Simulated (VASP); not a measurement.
# Cu (P6_3/mmc) in VASP: notebook

Runs on Cu. Level: PBEsol. Tasks: single point.

Everything below comes from runs of VASP 6.6.1. Logs are shortened: lines on timing, memory, paths and dates and some standing lists are left out, and cuts for length are marked.

### 1 The cell of the first run

It takes space group P6_3/mmc (No. 194, hexagonal). The conventional cell has a = 2.400 Å, b = 2.400 Å, c = 3.896 Å, α = 90.00°, β = 90.00°, γ = 120.00°. Cu (site symmetry -6m2) has 12 Cu at 2.39 to 2.40 Å within 3.2 Å.

### 2 Single point, PBEsol

The input, INCAR:

```
  PREC = Accurate
  ENCUT = 520
  EDIFF = 1E-7
  ISMEAR = 0
  SIGMA = 0.05
  LREAL = False
  LASPH = True
  NELM = 100
  ALGO = Fast
  ISIF = 2
  LWAVE = False
  LCHARG = True
  GGA = PS
  LELF = True
  LVHAR = True
  NBANDS = 18
```

The input, KPOINTS:

```
regular mesh
0
Gamma
  15 15 8
```

The input, POSCAR:

```
Cu
1.0
    2.4004692853      0.0000000000      0.0000000000
   -1.2002346426      2.0788673820      0.0000000000
    0.0000000000      0.0000000000      3.8957078815
Cu
2
Direct
    0.3333333300      0.6666666700      0.2500000000
    0.6666666700      0.3333333300      0.7500000000
```

Potentials or basis: VASP PAW PBE potentials, release 64 (Cu).

The run is started by

```sh
> cat potpaw_PBE.64/Cu/POTCAR > POTCAR
> mpirun -np 1 vasp_std > vasp.out
```

OUTCAR:

```text
PREC = Accurate
   ENCUT = 520
   EDIFF = 1E-7
   ISMEAR = 0
   LREAL = False
   LASPH = True
   NELM = 100
   ISIF = 2
   GGA = PS

 ion  position               nearest neighbor table
   1  0.333  0.667  0.250-   2 2.39   2 2.39   2 2.39   2 2.39   2 2.39   2 2.39
   2  0.667  0.333  0.750-   1 2.39   1 2.39   1 2.39   1 2.39   1 2.39   1 2.39

  LATTYP: Found a hexagonal cell.
 ALAT       =     2.4004692853
 C/A-ratio  =     1.6228942838

  Lattice vectors:

 A1 = (   2.4004692853,   0.0000000000,   0.0000000000)
 A2 = (  -1.2002346426,   2.0788673820,   0.0000000000)
 A3 = (   0.0000000000,   0.0000000000,   3.8957078815)

Analysis of symmetry for initial positions (statically):
=====================================================================
 Subroutine PRICEL returns:
 Original cell was already a primitive cell.

 Routine SETGRP: Setting up the symmetry group for a
 hexagonal supercell.

 Subroutine GETGRP returns: Found 24 space group operations
 (whereof 12 operations were pure point group operations)
 out of a pool of 24 trial point group operations.

The static configuration has the point symmetry D_3d.
 The point group associated with its full space group is D_6h.

Analysis of symmetry for dynamics (positions and initial velocities):
=====================================================================
 Subroutine PRICEL returns:
 Original cell was already a primitive cell.

 Routine SETGRP: Setting up the symmetry group for a
 hexagonal supercell.

 Subroutine GETGRP returns: Found 24 space group operations
 (whereof 12 operations were pure point group operations)
 out of a pool of 24 trial point group operations.

The dynamic configuration has the point symmetry D_3d.
 The point group associated with its full space group is D_6h.

 Subroutine INISYM returns: Found 24 space group operations
 (whereof 12 operations are pure point group operations),
 and found     1 'primitive' translations

----------------------------------------------------------------------------------------

                                     Primitive cell

  volume of cell :      19.4406

  direct lattice vectors                    reciprocal lattice vectors
     2.400469285  0.000000000  0.000000000     0.416585209  0.240515583  0.000000000
    -1.200234643  2.078867382  0.000000000     0.000000000  0.481031166  0.000000000
     0.000000000  0.000000000  3.895707881     0.000000000  0.000000000  0.256692758

  length of vectors
     2.400469285  2.400469285  3.895707881     0.481031166  0.481031166  0.256692758

  position of ions in fractional coordinates (direct lattice)
     0.333333330  0.666666670  0.250000000
     0.666666670  0.333333330  0.750000000

  ion indices of the primitive-cell ions
   primitive index   ion index
                 1           1
                 2           2

----------------------------------------------------------------------------------------

 KPOINTS: regular mesh

Automatic generation of k-mesh.
 Grid dimensions read from file:
 generate k-points for:   15   15    8

 Generating k-lattice:

  Cartesian coordinates                     Fractional coordinates (reciprocal lattice)
     0.027772347  0.016034372  0.000000000     0.066666667 -0.000000000  0.000000000
     0.000000000  0.032068744  0.000000000     0.000000000  0.066666667  0.000000000
     0.000000000  0.000000000  0.032086595     0.000000000  0.000000000  0.125000000

  Length of vectors
     0.032068744  0.032068744  0.032086595

  Shift w.r.t. Gamma in fractional coordinates (k-lattice)
     0.000000000  0.000000000  0.000000000

 Subroutine IBZKPT returns following result:
 ===========================================

 Found    135 irreducible k-points:

 Following reciprocal coordinates:
            Coordinates               Weight
  0.000000  0.000000  0.000000      1.000000
  0.066667 -0.000000  0.000000      6.000000
  0.133333 -0.000000  0.000000      6.000000
  0.200000  0.000000  0.000000      6.000000
  0.266667 -0.000000  0.000000      6.000000
  0.333333 -0.000000  0.000000      6.000000
[... 16 lines left out ...]
  0.333333  0.200000  0.000000     12.000000
  0.400000  0.200000  0.000000      6.000000
 [... further k-points ...]
   k-points           NKPTS =    135   k-points in BZ     NKDIM =    135   number of bands    NBANDS=     18
   number of dos      NEDOS =    301   number of ions     NIONS =      2
   total plane-waves  NPLWV =   9720
   dimension x,y,z NGX =    18 NGY =   18 NGZ =   30
   dimension x,y,z NGXF=    36 NGYF=   36 NGZF=   60
   ions per type =               2
   NGX,Y,Z   is equivalent  to a cutoff of  12.47, 12.47, 12.80 a.u.
   NGXF,Y,Z  is equivalent  to a cutoff of  24.93, 24.93, 25.60 a.u.
 SYSTEM =  unknown system
   PREC   = accura    normal or accurate (medium, high low for compatibility)
   ISTART =      0    job   : 0-new  1-cont  2-samecut
   ICHARG =      2    charge: 1-file 2-atom 10-const
   ISPIN  =      1    spin polarized calculation?
   LNONCOLLINEAR =      F non collinear calculations
   LSORBIT =      F    spin-orbit coupling
   LASPH  =      T    aspherical Exc in radial PAW
   ENCUT  =  520.0 eV  38.22 Ry    6.18 a.u.   4.46  4.46  7.24*2*pi/ulx,y,z
   NELM   =    100;   NELMIN=  2; NELMDL= -5     # of ELM steps
   EDIFF  = 0.1E-06   stopping-criterion for ELM
   LREAL  =      F    real-space projection
   EDIFFG = 0.1E-05   stopping-criterion for IOM
   NSW    =      0    number of steps for IOM
   IBRION =     -1    ionic relax: 0-MD 1-quasi-New 2-CG
   NFREE  =      0    steps in history (QN), initial steepest desc. (CG)
   ISIF   =      2    stress and relaxation
   ISYM   =      2    0-nonsym 1-usesym 2-fastsym
   POTIM  = 0.5000    time-step for ionic-motion
   TEBEG  =    0.0;   TEEND  =   0.0 temperature during run
   PSTRESS=    0.0 pullay stress
   NELECT =      22.0000    total number of electrons
   NUPDOWN=      -1.0000    fix difference up-down
   EMIN   =  10.00;   EMAX   =-10.00  energy-range for DOS
   EFERMI =   0.00;   METHOD = LEGACY
   ISMEAR =     0;   SIGMA  =   0.05  broadening in eV -4-tet -1-fermi 0-gaus
   EFERMI_NEDOS =   21; number of points for ismear=-14 and -15
   IALGO  =     68    algorithm
   IMIX   =      4    mixing-type and parameters
     AMIX     =   0.40;   BMIX     =  1.00
     AMIX_MAG =   1.60;   BMIX_MAG =  1.00
  volume/ion in A,a.u.               =       9.72        65.60
  Fermi-wavevector in a.u.,A,eV,Ry     =   1.706001  3.223874 39.598933  2.910439
  Thomas-Fermi vector in A             =   2.785118
   LORBIT       =      0    0 simple, 1 ext, 2 COOP (PROOUT), +10 PAW based schemes
   GGA     = PS    functional components
   LHFCALC =     F    Hartree Fock is set to
   AEXX    =    0.0000 exact exchange contribution
   IVDW    =     0    specifies the selected vdW correction
   LEPSILON=     F    determine dielectric tensor
   LRPA    =     F    only Hartree local field effects (RPA)
 non-spin polarized calculation
 RMM-DIIS sequential band-by-band and
 Gauss-broadening in eV      SIGMA  =   0.05
  energy-cutoff  :      520.00
  volume of cell :       19.44
 maximum number of plane-waves:       543
 NGX is ok and might be reduce to    18
   NGX =  9   NGY =  9   NGZ = 15

 number of electron      22.0000012 magnetization

 Free energy of the ion-electron system (eV)
  ---------------------------------------------------
  ext. energy  EPLUGINS =         0.00000000
  ---------------------------------------------------
  free energy    TOTEN  =        -8.26569810 eV

  energy without entropy =       -8.26480759  energy(sigma->0) =       -8.26525284

 E-fermi :  10.1772     XC(G=0): -14.0882

 val. band max:       10.1543393327   @ k =   0.4667   0.0667   0.1250
 cond. band min:      10.1814448002   @ k =   0.4667   0.0000   0.5000
 fundamental gap:      0.0271054676
 Fermi energy:        10.1772286275

 k-point     1 :       0.0000    0.0000    0.0000
  band No.  band energies     occupation
      1      -0.9122      2.00000
      2       3.7448      2.00000
      3       6.3784      2.00000
      4       6.4206      2.00000
      5       6.4206      2.00000
      6       6.7137      2.00000
[... 10 lines left out ...]
     17      36.1003      0.00000
     18      36.2848      0.00000

 k-point     2 :       0.0667   -0.0000    0.0000
  band No.  band energies     occupation
      1      -0.7471      2.00000
      2       3.8440      2.00000
      3       6.2349      2.00000
      4       6.4902      2.00000
      5       6.5429      2.00000
      6       6.6795      2.00000
[... 10 lines left out ...]
     17      36.4833      0.00000
     18      36.6698      0.00000

 k-point     3 :       0.1333   -0.0000    0.0000
  band No.  band energies     occupation
      1      -0.2603      2.00000
      2       4.1129      2.00000
      3       6.0309      2.00000
      4       6.4476      2.00000
      5       6.5526      2.00000
      6       6.6910      2.00000
[... 10 lines left out ...]
     17      35.4197      0.00000
     18      37.0275      0.00000

 k-point     4 :       0.2000    0.0000    0.0000
  band No.  band energies     occupation
      1       0.5191      2.00000
      2       4.4490      2.00000
      3       5.8217      2.00000
      4       5.8249      2.00000
      5       6.4348      2.00000
      6       6.7665      2.00000
[... 10 lines left out ...]
     17      32.3796      0.00000
     18      35.7553      0.00000

 k-point     5 :       0.2667   -0.0000    0.0000
  band No.  band energies     occupation
      1       1.5262      2.00000
      2       4.6516      2.00000
      3       5.3195      2.00000
      4       5.7226      2.00000
      5       6.3886      2.00000
      6       6.6068      2.00000
[... 10 lines left out ...]
     17      29.9320      0.00000
     18      33.6086      0.00000

 k-point     6 :       0.3333   -0.0000    0.0000
  band No.  band energies     occupation
      1       2.6203      2.00000
      2       4.6061      2.00000
      3       4.9501      2.00000
      4       5.7676      2.00000
      5       6.4652      2.00000
      6       6.4955      2.00000
[... 10 lines left out ...]
     17      27.7044      0.00000
     18      32.5161      0.00000

 k-point     7 :       0.4000    0.0000    0.0000
  band No.  band energies     occupation
      1       3.5302      2.00000
      2       4.4578      2.00000
      3       4.7088      2.00000
      4       5.9503      2.00000
      5       6.3603      2.00000
      6       6.5196      2.00000
[... 10 lines left out ...]
     17      25.3016      0.00000
     18      32.0590      0.00000

 k-point     8 :       0.4667    0.0000    0.0000
  band No.  band energies     occupation
      1       4.0138      2.00000
      2       4.3168      2.00000
      3       4.5901      2.00000
      4       6.1930      2.00000
      5       6.3047      2.00000
      6       6.4618      2.00000
[... 10 lines left out ...]
     17      24.6481      0.00000
     18      31.8812      0.00000
[... 229 lines left out ...]
     17      25.9052      0.00000
     18      30.1614      0.00000

 k-point    20 :       0.4000    0.1333    0.0000
  band No.  band energies     occupation
      1       4.2949      2.00000
      2       4.5397      2.00000
      3       4.6574      2.00000
      4       5.8428      2.00000
      5       6.2050      2.00000
      6       6.4163      2.00000
[... 10 lines left out ...]
     17      24.0443      0.00000
     18      29.8634      0.00000

 k-point    21 :       0.2000    0.2000    0.0000
  band No.  band energies     occupation
      1       2.9335      2.00000
      2       5.0013      2.00000
      3       5.0375      2.00000
      4       5.2376      2.00000
      5       6.2012      2.00000
      6       6.5252      2.00000
[... 10 lines left out ...]
     17      28.9401      0.00000
     18      30.0700      0.00000

 k-point    22 :       0.2667    0.2000    0.0000
  band No.  band energies     occupation
      1       3.8688      2.00000
      2       4.8368      2.00000
      3       4.9462      2.00000
      4       5.2724      2.00000
      5       6.1181      2.00000
      6       6.5776      2.00000
[... 10 lines left out ...]
     17      27.5733      0.00000
     18      28.1452      0.00000

 k-point    23 :       0.3333    0.2000    0.0000
  band No.  band energies     occupation
      1       4.4504      2.00000
      2       4.7408      2.00000
      3       4.8048      2.00000
      4       5.4644      2.00000
      5       6.1128      2.00000
      6       6.4133      2.00000
[... 10 lines left out ...]
     17      25.2249      0.00000
     18      27.7329      0.00000

 k-point    24 :       0.4000    0.2000    0.0000
  band No.  band energies     occupation
      1       4.6066      2.00000
      2       4.7094      2.00000
      3       4.7499      2.00000
      4       5.5895      2.00000
      5       6.1400      2.00000
      6       6.3258      2.00000
[... 10 lines left out ...]
     17      24.0428      0.00000
     18      27.5955      0.00000

 [... further k-points ...]

------------------------ aborting loop because EDIFF is reached ----------------------------------------

  FORCE on cell =-STRESS in cart. coord.  units (eV):
  Direction    XX          YY          ZZ          XY          YZ          ZX
  --------------------------------------------------------------------------------------
  -------------------------------------------------------------------------------------
  Total        4.3959165      4.3959165      4.9646100      0.0000000      0.0000000      0.0000000
  in kB      362.2852819    362.2852819    409.1536198      0.0000000      0.0000000      0.0000000
  external PRESSURE =     377.9080612 kB  Pullay stress =       0.0000000 kB

 VOLUME and BASIS-vectors are now :
 -----------------------------------------------------------------------------
  energy-cutoff  :      520.00
  volume of cell :       19.44
      direct lattice vectors                 reciprocal lattice vectors
     2.400469285  0.000000000  0.000000000     0.416585209  0.240515583  0.000000000
    -1.200234643  2.078867382  0.000000000     0.000000000  0.481031166  0.000000000
     0.000000000  0.000000000  3.895707881     0.000000000  0.000000000  0.256692758

 POSITION                                       TOTAL-FORCE (eV/Angst)
 -----------------------------------------------------------------------------------
     -0.00000      1.38591      0.97393        -0.000000     -0.000000      0.000000
      1.20023      0.69296      2.92178         0.000000      0.000000      0.000000
 -----------------------------------------------------------------------------------
    total drift:                               -0.000000      0.000000     -0.000000

  FREE ENERGIE OF THE ION-ELECTRON SYSTEM (eV)
  ---------------------------------------------------
  free  energy   TOTEN  =        -8.2656980956 eV

  energy  without entropy=       -8.2648075861  energy(sigma->0) =       -8.26525284
```

It took 27 s on 1 thread of Intel Xeon 6975P-C (Granite Rapids), shared host; peak memory 0.15 GiB.

What came out:

```
Free energy            : -8.2657 eV
Pressure               : 37.8 GPa
Band gap on the k mesh : zero (band 11 reaches 14.58 eV, above the bottom of band 12 at 7.81 eV)
```

Stress tensor (GPa, compression positive):
```
36.23  0.00  0.00
 0.00 36.23  0.00
 0.00  0.00 40.92
```

Levels at points of the mesh, in eV from the Fermi level:
| k point | band 8 | band 9 | band 10 | band 11 | band 12 | band 13 | band 14 | band 15 |
| --- | --- | --- | --- | --- | --- | --- | --- | --- |
| (0.00, 0.00, 0.00) | -3.10 | -3.10 | -2.07 | -2.07 | -1.68 | 4.81 | 22.69 | 24.58 |
| (0.00, 0.00, 0.50) | -3.81 | -2.37 | -2.37 | -2.37 | -2.37 | 14.23 | 14.23 | 23.48 |

Caveat: the PAW data sets were made with another functional, which shifts forces and pressure a little.

### 3 Single point, PBEsol

This run uses another cell than the first one, of 11.44 Å³/atom, 1.176 times its volume.

The input, INCAR:

```
ALGO = Fast ; EDIFF = 1E-7
ENCUT = 520 ; GGA = PS
ISIF = 2 ; ISMEAR = 0
LASPH = T ; LCHARG = F
LREAL = F ; LWAVE = F
NBANDS = 18 ; NELM = 100
PREC = Accurate ; SIGMA = 0.05
```

The input, KPOINTS:

```
k-points
0
Gamma
  15 15 8
```

The input, POSCAR:

```
Cu
1.0
    2.5340966698      0.0000000000      0.0000000000
   -1.2670483349      2.1945920917      0.0000000000
    0.0000000000      0.0000000000      4.1125710000
Cu
2
Direct
    0.3333333300      0.6666666700      0.2500000000
    0.6666666700      0.3333333300      0.7500000000
```

Potentials or basis: VASP PAW PBE potentials, release 64 (Cu).

The run is started by

```sh
> cat potpaw_PBE.64/Cu/POTCAR > POTCAR
> mpirun -np 1 vasp_std > vasp.out
```

Wall time 26 s (1 thread of Intel Xeon 6975P-C (Granite Rapids), shared host); peak memory 0.16 GiB.

Results (log left out):

* Free energy: -8.6004 eV
* Pressure: -1.0 GPa
* Band gap on the k mesh: zero (band 11 reaches 11.87 eV, above the bottom of band 12 at 5.81 eV)

Stress tensor (GPa, compression positive):
```
-2.38  0.00  0.00
 0.00 -2.38  0.00
 0.00  0.00  1.71
```

Levels at points of the mesh, in eV from the Fermi level:
```csv
k point,band 7,band 8,band 9,band 10,band 11,band 12,band 13,band 14,band 15,band 16
"(0.00, 0.00, 0.00)",-2.98,-2.69,-2.69,-1.88,-1.88,-1.20,3.86,21.39,21.92,21.92
"(0.00, 0.00, 0.50)",-3.25,-3.25,-2.12,-2.12,-2.12,-2.12,12.72,12.72,22.09,22.09
```

Caveat: the PAW data sets were made with another functional, which shifts forces and pressure a little.
